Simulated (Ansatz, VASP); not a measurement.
# ZrPdSe4 in VASP and in Ansatz

INCAR

```
SYSTEM = ZrPdSe4
ALGO = Normal ; EDIFF = 1E-6
EDIFFG = -0.04 ; ENCUT = 600
GGA = PE ; IBRION = 2
ISIF = 3 ; ISMEAR = 0
LASPH = .True. ; LCHARG = .False.
LREAL = .False. ; LWAVE = .False.
NELM = 60 ; NSW = 90
PREC = Accurate ; SIGMA = 0.1
```

The input KPOINTS:

```
k-points
0
Gamma
  4 4 4
  0 0 0
```

File POSCAR:

```
ZrPdSe4
1.0
    0.0000000000      4.0955266100      4.0955266100
    4.0955266100      0.0000000000      4.0955266100
    4.0955266100      4.0955266100      0.0000000000
Zr Pd Se
1 1 4
Direct
    0.7500000000      0.7500000000      0.7500000000
    0.0000000000      0.0000000000      0.0000000000
    0.3747620000      0.3747620000      0.8757140000
    0.8757140000      0.3747620000      0.3747620000
    0.3747620000      0.3747620000      0.3747620000
    0.3747620000      0.8757140000      0.3747620000
```

Input for Ansatz:

```yaml
crystal:
  lattice:
    - [0.0, 4.09552661, 4.09552661]
    - [4.09552661, 0.0, 4.09552661]
    - [4.09552661, 4.09552661, 0.0]
  atoms:
    - { symbol: Zr, position: [0.75, 0.75, 0.75] }
    - { symbol: Pd, position: [0.0, 0.0, 0.0] }
    - { symbol: Se, position: [0.374762, 0.374762, 0.875714] }
    - { symbol: Se, position: [0.875714, 0.374762, 0.374762] }
    - { symbol: Se, position: [0.374762, 0.374762, 0.374762] }
    - { symbol: Se, position: [0.374762, 0.875714, 0.374762] }
basis:
  ecutwfc: 420
kpoints:
  mp_grid: { grid: [4, 4, 4] }
hamiltonian:
  xc: pbe
scf:
  occupations: { method: gaussian, width: 0.1 }
  lower_state_search: "off"
output:
  forces: true
  stress: true
  eigenvalues: true
relax:
  adjacent_minimum: "off"
  f_tol: 0.04
  max_steps: 70
  cell: { stress_tol: 0.4 }
```

Change from the starting cell: species swapped into the LuInCo4 type (F-43m, No. 216).

Alike in both runs: task relaxation of cell and atoms; functional PBE; k mesh 4 × 4 × 4; occupations gaussian, width 0.1 eV; no spin polarisation.

|  | VASP | Ansatz |
| --- | --- | --- |
| version | VASP 6.6.1 | Ansatz 0.2.0 |
| potentials or method | VASP PAW PBE potentials, release 64 (Zr_sv, Pd, Se), cutoff 600 eV | scalar-relativistic, plane waves, PAW |
| valence electrons in the cell | 46 | 94 |

```tsv
	VASP	Ansatz	Ansatz less VASP
gap on the k mesh at the Fermi level, each at its own relaxed structure (eV)	none	none	-
relaxed volume (Å³/atom)	20.55	20.56	+0.004
relaxed length of the cell vector where the two differ most in proportion (Å)	5.587	5.587	+0.0003
```

A gap of «none» marks a metal or a gap that the smearing closes. VASP's potentials hold 46 valence electrons a cell and Ansatz's 94, so a difference there can come from the potentials and not from the codes.
